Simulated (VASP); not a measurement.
# SiC in VASP: further runs

Runs on SiC. Level: PBE. Tasks: single point.

All numbers are computed with VASP 6.6.1; they aren't measurements. Logs are shortened: lines on timing, memory, paths and dates and some standing lists are left out, and cuts for length are marked.

**1. The cell of the first run**

The typed cell holds 4 atoms: a = 2.869 Å, b = 2.869 Å, c = 4.968 Å, α = 73.23°, β = 73.23°, γ = 60.01°.

**2. Single point, PBE**

Input file INCAR:

```
ALGO     = Normal         # electronic algorithm
EDIFF    = 1E-6           # SCF threshold, eV
ENCUT    = 520            # plane-wave cutoff, eV
GGA      = PE             # functional
ISIF     = 2              # what is computed and relaxed
ISMEAR   = 0              # smearing method
LASPH    = T              # aspherical terms in the spheres
LCHARG   = F              # write CHGCAR
LREAL    = F              # projectors in reciprocal space
LWAVE    = F              # write WAVECAR
NBANDS   = 16             # bands
NELM     = 80             # most SCF steps
PREC     = Accurate       # precision mode
SIGMA    = 0.2            # smearing width, eV
```

Input file KPOINTS:

```
k-points
0
Gamma
  8 8 6
```

Input file POSCAR:

```
SiC
1.0
   -1.4344507242      1.4344507242      2.0280771166
   -1.4344507242     -1.4344507242      2.0280771166
    2.8689014484      0.0000000000      4.0561542332
Si C
2 2
Direct
    0.2500000000      0.2500000000      0.2500000000
    0.7500000000      0.7500000000      0.7500000000
    0.5000000000      0.5000000000      0.5000000000
    0.0000000000      0.0000000000      0.0000000000
```

Potentials or basis: VASP PAW PBE potentials, release 64 (Si, C).

The run is started by

```console
cat potpaw_PBE.64/Si/POTCAR potpaw_PBE.64/C/POTCAR > POTCAR
mpirun -np 1 vasp_std > vasp.out
```

OUTCAR:

```text
EDIFF = 1E-6
   ENCUT = 520
   GGA = PE
   ISIF = 2
   ISMEAR = 0
   LASPH = T
   LREAL = F
   NELM = 80
   PREC = Accurate

 ion  position               nearest neighbor table
   1  0.250  0.250  0.250-   3 2.03   4 2.03   4 2.03   4 2.03   3 2.03   3 2.03   2 2.87   2 2.87
                             2 2.87   2 2.87   2 2.87   2 2.87
   2  0.750  0.750  0.750-   3 2.03   4 2.03   3 2.03   3 2.03   4 2.03   4 2.03   1 2.87   1 2.87
                             1 2.87   1 2.87   1 2.87   1 2.87
   3  0.500  0.500  0.500-   1 2.03   2 2.03   1 2.03   1 2.03   2 2.03   2 2.03
   4  0.000  0.000  0.000-   1 2.03   2 2.03   2 2.03   2 2.03   1 2.03   1 2.03

  LATTYP: Found a base centered monoclinic cell.
 ALAT       =     4.9681971261
 B/A-ratio  =     0.5774532241
 C/A-ratio  =     1.0000000000
 COS(beta)  =    -0.3330955480

  Lattice vectors:

 A1 = (   1.4344507242,  -1.4344507242,  -2.0280771166)
 A2 = (   1.4344507242,   1.4344507242,  -2.0280771166)
 A3 = (   2.8689014484,   0.0000000000,   4.0561542332)

Analysis of symmetry for initial positions (statically):
=====================================================================
 Subroutine PRICEL returns following result:

  LATTYP: Found a body centered tetragonal cell.
 ALAT       =     2.8689014484
 C/A-ratio  =     1.4138353325

  Lattice vectors:

 A1 = (   1.4344507242,   1.4344507242,  -2.0280771166)
 A2 = (  -1.4344507242,  -1.4344507242,  -2.0280771166)
 A3 = (  -1.4344507242,   1.4344507242,   2.0280771166)

   2 primitive cells build up your supercell.

 Routine SETGRP: Setting up the symmetry group for a
 base centered monoclinic supercell.

 Subroutine GETGRP returns: Found  4 space group operations
 (whereof  4 operations were pure point group operations)
 out of a pool of  4 trial point group operations.

The static configuration has the point symmetry C_2h.

Analysis of symmetry for dynamics (positions and initial velocities):
=====================================================================
 Subroutine PRICEL returns following result:

  LATTYP: Found a body centered tetragonal cell.
 ALAT       =     2.8689014484
 C/A-ratio  =     1.4138353325

  Lattice vectors:

 A1 = (   1.4344507242,   1.4344507242,  -2.0280771166)
 A2 = (  -1.4344507242,  -1.4344507242,  -2.0280771166)
 A3 = (  -1.4344507242,   1.4344507242,   2.0280771166)

   2 primitive cells build up your supercell.

 Routine SETGRP: Setting up the symmetry group for a
 base centered monoclinic supercell.

 Subroutine GETGRP returns: Found  4 space group operations
 (whereof  4 operations were pure point group operations)
 out of a pool of  4 trial point group operations.

The dynamic configuration has the point symmetry C_2h.

 Subroutine INISYM returns: Found  4 space group operations
 (whereof  4 operations are pure point group operations),
 and found     2 'primitive' translations

----------------------------------------------------------------------------------------

                                     Primitive cell

  volume of cell :      16.6923

  direct lattice vectors                    reciprocal lattice vectors
     1.434450724  1.434450724 -2.028077117     0.000000000  0.348565476 -0.246538949
    -1.434450724 -1.434450724 -2.028077117    -0.348565476 -0.000000000 -0.246538949
    -1.434450724  1.434450724  2.028077117    -0.348565476  0.348565476 -0.000000000

  length of vectors
     2.868517832  2.868517832  2.868517832     0.426941851  0.426941851  0.492946024

  position of ions in fractional coordinates (direct lattice)
     0.500000000  0.500000000  1.000000000
     0.000000000  1.000000000  1.000000000

  ion indices of the primitive-cell ions
   primitive index   ion index
                 1           1
                 2           3

----------------------------------------------------------------------------------------

 KPOINTS: k-points

Automatic generation of k-mesh.
 Grid dimensions read from file:
 generate k-points for:    8    8    6

 Generating k-lattice:

  Cartesian coordinates                     Fractional coordinates (reciprocal lattice)
    -0.021785342  0.043570685  0.015408684     0.125000000  0.000000000  0.000000000
    -0.021785342 -0.043570685  0.015408684     0.000000000  0.125000000  0.000000000
     0.029047123  0.000000000  0.020544912     0.000000000  0.000000000  0.166666667

  Length of vectors
     0.051092399  0.051092399  0.035578488

  Shift w.r.t. Gamma in fractional coordinates (k-lattice)
     0.000000000  0.000000000  0.000000000

 Subroutine IBZKPT returns following result:
 ===========================================

 Found    114 irreducible k-points:

 Following reciprocal coordinates:
            Coordinates               Weight
  0.000000  0.000000  0.000000      1.000000
  0.125000  0.000000  0.000000      4.000000
  0.250000  0.000000  0.000000      4.000000
  0.375000  0.000000  0.000000      4.000000
  0.500000  0.000000  0.000000      2.000000
  0.125000  0.125000  0.000000      2.000000
[... 16 lines left out ...]
  0.125000 -0.000000  0.166667      4.000000
  0.250000  0.000000  0.166667      4.000000
 [... further k-points ...]
   k-points           NKPTS =    114   k-points in BZ     NKDIM =    114   number of bands    NBANDS=     16
   number of dos      NEDOS =    301   number of ions     NIONS =      4
   total plane-waves  NPLWV =  23040
   dimension x,y,z NGX =    24 NGY =   24 NGZ =   40
   dimension x,y,z NGXF=    48 NGYF=   48 NGZF=   80
   ions per type =               2   2
   NGX,Y,Z   is equivalent  to a cutoff of  13.91, 13.91, 13.38 a.u.
   NGXF,Y,Z  is equivalent  to a cutoff of  27.82, 27.82, 26.77 a.u.
 SYSTEM =  unknown system
   PREC   = accura    normal or accurate (medium, high low for compatibility)
   ISTART =      0    job   : 0-new  1-cont  2-samecut
   ICHARG =      2    charge: 1-file 2-atom 10-const
   ISPIN  =      1    spin polarized calculation?
   LNONCOLLINEAR =      F non collinear calculations
   LSORBIT =      F    spin-orbit coupling
   LASPH  =      T    aspherical Exc in radial PAW
   ENCUT  =  520.0 eV  38.22 Ry    6.18 a.u.   5.33  5.33  9.24*2*pi/ulx,y,z
   NELM   =     80;   NELMIN=  2; NELMDL= -5     # of ELM steps
   EDIFF  = 0.1E-05   stopping-criterion for ELM
   LREAL  =      F    real-space projection
   EDIFFG = 0.1E-04   stopping-criterion for IOM
   NSW    =      0    number of steps for IOM
   IBRION =     -1    ionic relax: 0-MD 1-quasi-New 2-CG
   NFREE  =      0    steps in history (QN), initial steepest desc. (CG)
   ISIF   =      2    stress and relaxation
   ISYM   =      2    0-nonsym 1-usesym 2-fastsym
   POTIM  = 0.5000    time-step for ionic-motion
   TEBEG  =    0.0;   TEEND  =   0.0 temperature during run
   PSTRESS=    0.0 pullay stress
   NELECT =      16.0000    total number of electrons
   NUPDOWN=      -1.0000    fix difference up-down
   EMIN   =  10.00;   EMAX   =-10.00  energy-range for DOS
   EFERMI =   0.00;   METHOD = LEGACY
   ISMEAR =     0;   SIGMA  =   0.20  broadening in eV -4-tet -1-fermi 0-gaus
   EFERMI_NEDOS =   21; number of points for ismear=-14 and -15
   IALGO  =     38    algorithm
   IMIX   =      4    mixing-type and parameters
     AMIX     =   0.40;   BMIX     =  1.00
     AMIX_MAG =   1.60;   BMIX_MAG =  1.00
  volume/ion in A,a.u.               =       8.35        56.32
  Fermi-wavevector in a.u.,A,eV,Ry     =   1.281149  2.421020 22.331818  1.641342
  Thomas-Fermi vector in A             =   2.413535
   LORBIT       =      0    0 simple, 1 ext, 2 COOP (PROOUT), +10 PAW based schemes
   GGA     = PE    functional components
   LHFCALC =     F    Hartree Fock is set to
   AEXX    =    0.0000 exact exchange contribution
   IVDW    =     0    specifies the selected vdW correction
   LEPSILON=     F    determine dielectric tensor
   LRPA    =     F    only Hartree local field effects (RPA)
 non-spin polarized calculation
 Gauss-broadening in eV      SIGMA  =   0.20
  energy-cutoff  :      520.00
  volume of cell :       33.38
 maximum number of plane-waves:       923
 NGX is ok and might be reduce to    24

 number of electron      15.9999999 magnetization

 Free energy of the ion-electron system (eV)
  ---------------------------------------------------
  ext. energy  EPLUGINS =         0.00000000
  ---------------------------------------------------
  free energy    TOTEN  =       -27.15474260 eV

  energy without entropy =      -27.14295552  energy(sigma->0) =      -27.14884906

 E-fermi :  12.2792     XC(G=0): -12.6701

 val. band max:       12.2199209087   @ k =   0.1250   0.0000   0.5000
 cond. band min:      12.2929775814   @ k =  -0.1250  -0.1250   0.3333
 fundamental gap:      0.0730566727
 Fermi energy:        12.2792432826

 k-point     1 :       0.0000    0.0000    0.0000
  band No.  band energies     occupation
      1      -6.0912      2.00000
      2      -0.9406      2.00000
      3       0.8121      2.00000
      4      11.2684      2.00000
      5      11.2698      2.00000
      6      12.3019      0.87271
[... 8 lines left out ...]
     15      21.2522      0.00000
     16      21.8377      0.00000

 k-point     2 :       0.1250    0.0000    0.0000
  band No.  band energies     occupation
      1      -5.7447      2.00000
      2      -0.7682      2.00000
      3       1.2841      2.00000
      4       9.4110      2.00000
      5      10.7649      2.00000
      6      10.9207      2.00000
[... 8 lines left out ...]
     15      22.0515      0.00000
     16      22.3262      0.00000

 k-point     3 :       0.2500    0.0000    0.0000
  band No.  band energies     occupation
      1      -4.7137      2.00000
      2      -0.1849      2.00000
      3       2.5761      2.00000
      4       6.0852      2.00000
      5       8.2376      2.00000
      6       9.8992      2.00000
[... 8 lines left out ...]
     15      22.2050      0.00000
     16      24.1276      0.00000
[... 362 lines left out ...]
 k-point    23 :       0.1250   -0.0000    0.1667
  band No.  band energies     occupation
      1      -5.6608      2.00000
      2      -1.3759      2.00000
      3       2.0263      2.00000
      4       9.8363      2.00000
      5      10.2472      2.00000
      6      10.4341      2.00000
[... 8 lines left out ...]
     15      21.6342      0.00000
     16      22.5290      0.00000

 k-point    24 :       0.2500    0.0000    0.1667
  band No.  band energies     occupation
      1      -4.7138      2.00000
      2      -0.1735      2.00000
      3       2.5498      2.00000
      4       6.6433      2.00000
      5       7.2837      2.00000
      6       9.3979      2.00000
[... 8 lines left out ...]
     15      22.4889      0.00000
     16      23.7172      0.00000

 [... further k-points ...]

------------------------ aborting loop because EDIFF is reached ----------------------------------------

  FORCE on cell =-STRESS in cart. coord.  units (eV):
  Direction    XX          YY          ZZ          XY          YZ          ZX
  --------------------------------------------------------------------------------------
  -------------------------------------------------------------------------------------
  Total        0.1008935      0.1179610      0.1635503      0.0000000      0.0000000     -0.0167197
  in kB        4.8420355      5.6611310      7.8490339      0.0000000      0.0000000     -0.8024048
  external PRESSURE =       6.1174001 kB  Pullay stress =       0.0000000 kB

 VOLUME and BASIS-vectors are now :
 -----------------------------------------------------------------------------
  energy-cutoff  :      520.00
  volume of cell :       33.38
      direct lattice vectors                 reciprocal lattice vectors
    -1.434450724  1.434450724  2.028077117    -0.174282738  0.348565476  0.123269474
    -1.434450724 -1.434450724  2.028077117    -0.174282738 -0.348565476  0.123269474
     2.868901448  0.000000000  4.056154233     0.174282738  0.000000000  0.123269474

 POSITION                                       TOTAL-FORCE (eV/Angst)
 -----------------------------------------------------------------------------------
      0.00000      0.00000      2.02808        -0.000000     -0.000000      0.000000
      0.00000      0.00000      6.08423         0.000000     -0.000000      0.000000
      0.00000      0.00000      4.05615         0.000000      0.000000     -0.000000
      0.00000      0.00000      0.00000         0.000000      0.000000     -0.000000
 -----------------------------------------------------------------------------------
    total drift:                               -0.000000     -0.000000     -0.000000

  FREE ENERGIE OF THE ION-ELECTRON SYSTEM (eV)
  ---------------------------------------------------
  free  energy   TOTEN  =       -27.1547426040 eV

  energy  without entropy=      -27.1429555174  energy(sigma->0) =      -27.14884906
```

Run time: 23 s. Hardware: 1 thread of Intel Xeon 6975P-C (Granite Rapids), shared host; peak memory 0.18 GiB.

What came out:

```yaml
Free_energy: -27.1547 eV
Pressure: 0.6 GPa
Band_gap_on_the_k_mesh: zero (bands 8 and 9 overlap by 1.06 eV)
```

Stress tensor (GPa, compression positive):
```
 0.48  0.00 -0.08
 0.00  0.57  0.00
-0.08  0.00  0.78
```

**3. Single point, PBE**

This run uses another cell than the first one: it holds 8 atoms, not 4.

Input file INCAR:

```
PREC     = Accurate       # precision mode
ENCUT    = 520            # plane-wave cutoff, eV
EDIFF    = 1E-6           # SCF threshold, eV
ISMEAR   = 0              # smearing method
SIGMA    = 0.1            # smearing width, eV
LREAL    = F              # projectors in reciprocal space
LASPH    = T              # aspherical terms in the spheres
NELM     = 100            # most SCF steps
ALGO     = Normal         # electronic algorithm
ISIF     = 2              # what is computed and relaxed
LWAVE    = F              # write WAVECAR
LCHARG   = T              # write CHGCAR
GGA      = PE             # functional
LELF     = T              # ELF
LVHAR    = T            
NBANDS   = 26             # bands
```

Input file KPOINTS:

```
Automatic mesh
0
Gamma
  4 6 6
```

Input file POSCAR:

```
SiC
1.0
    5.7529853978      0.0000000000      0.0000000000
    0.0000000000      4.0192324165      0.0000000000
    0.0000000000      0.0000000000      2.8789196236
Si C
4 4
Direct
    0.7500000000      0.0000000000      0.5000213389
    0.0000000000      0.5000000000      0.0000000000
    0.2500000000      0.0000000000      0.4999786611
    0.5000000000      0.5000000000      0.0000000000
    0.7500000000      0.5000000000      0.5000309764
    0.0000000000      0.0000000000      0.0000000000
    0.2500000000      0.5000000000      0.4999690236
    0.5000000000      0.0000000000      0.0000000000
```

Potentials or basis: VASP PAW PBE potentials, release 64 (Si, C).

The run is started by

```console
cat potpaw_PBE.64/Si/POTCAR potpaw_PBE.64/C/POTCAR > POTCAR
mpirun -np 1 vasp_std > vasp.out
```

It took 31 s on 1 thread of Intel Xeon 6975P-C (Granite Rapids), shared host; peak memory 0.2 GiB.

It converged, with:

```yaml
Free_energy: -54.2800 eV
Pressure: 0.3 GPa
Band_gap_on_the_k_mesh: zero (bands 16 and 17 overlap by 1.02 eV)
```

Stress tensor (GPa, compression positive):
```
0.32 0.00 0.00
0.00 0.44 0.00
0.00 0.00 0.13
```

Levels at points of the mesh, in eV from the Fermi level:
```csv
k point,band 12,band 13,band 14,band 15,band 16,band 17,band 18,band 19,band 20,band 21
"(0.00, 0.00, 0.00)",-1.42,-1.42,-1.16,-0.15,0.04,0.06,2.45,3.88,3.88,6.91
"(0.50, 0.00, 0.00)",-3.15,-2.28,-2.28,0.07,0.07,0.98,0.98,7.39,7.39,7.49
"(0.00, 0.50, 0.00)",-2.72,-1.11,-1.11,-1.02,-1.02,2.62,2.62,4.61,4.61,5.09
"(0.50, 0.50, 0.00)",-2.07,-1.74,-1.74,-1.74,-1.74,3.87,3.87,3.87,3.87,7.37
"(0.00, 0.00, 0.50)",-4.38,-4.16,-4.16,-1.41,-1.41,-0.90,-0.90,2.56,2.56,3.91
"(0.50, 0.00, 0.50)",-5.38,-4.67,-4.67,-4.67,-4.67,2.13,2.13,2.13,2.13,5.45
"(0.00, 0.50, 0.50)",-7.24,-1.09,-1.09,-1.02,-1.02,4.69,4.69,5.10,5.10,5.27
"(0.50, 0.50, 0.50)",-4.74,-3.35,-3.35,-3.35,-3.35,4.02,4.02,4.02,4.02,6.51
```

Caveat: the k points lie up to 0.36 Å⁻¹ apart, too coarse for converged energies and pressures of a metal.

[end of part 1 of 2]

The gap in the log of VASP goes by the Fermi energy; the results here count the filled bands.